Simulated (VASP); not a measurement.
**SnSe2: single point with PBE**

The system is SnSe2.

```
Sn Se
1.0
     1.91229    1.10406    6.33509
    -1.91229    1.10406    6.33509
     0.00000   -2.20812    6.33509
Sn Se
1 2
Direct
  0.00000 0.00000 0.00000
  0.25056 0.25056 0.25056
  0.74944 0.74944 0.74944
```

```json
{
  "Program": "VASP 6.6.1",
  "Task": "single point",
  "Functional": "PBE",
  "Potentials or basis": "VASP PAW PBE potentials, release 64 (Sn_d, Se)",
  "Cutoff": "520 eV",
  "k mesh": "6 × 6 × 6",
  "Occupations": "gaussian, width 0.01 eV",
  "Spin": "no spin polarisation",
  "Dipole correction": "no",
  "Further INCAR settings": "ALGO = Normal; EDIFF = 1e-06; NBANDS = 20"
}
```

- Pressure: 3.0 GPa
- Largest force: 0.251 eV/Å
- Band gap on the k mesh: 0.30 eV, indirect (least direct gap 0.54 eV)

Forces on the atoms (eV/Å):
```
Sn   0.000  0.000  0.000
Se   0.000  0.000 -0.251
Se   0.000  0.000  0.251
```

Stress tensor (GPa, compression positive):
```
2.94 0.00 0.00
0.00 2.94 0.00
0.00 0.00 3.06
```

Levels at points of the mesh, in eV from the valence-band top:
```csv
k point,band 11,band 12,band 13,band 14,band 15,band 16
"(0.00, 0.00, 0.00)",-0.29,-0.29,-0.24,1.00,3.01,4.47
"(0.50, 0.00, 0.00)",-2.33,-1.43,-0.63,1.11,3.93,6.08
"(0.50, 0.50, 0.00)",-2.22,-0.31,-0.24,0.30,3.70,5.04
"(0.50, 0.50, 0.50)",-0.69,-0.16,-0.16,2.39,3.01,4.55
```

Run time: 3.4 min on 1 thread of Intel Xeon 8259CL, on a shared host, peak memory 0.36 GiB.

Caveat: spin-orbit coupling is left out, which moves the levels of the heavy elements. A k mesh can miss the band edges.
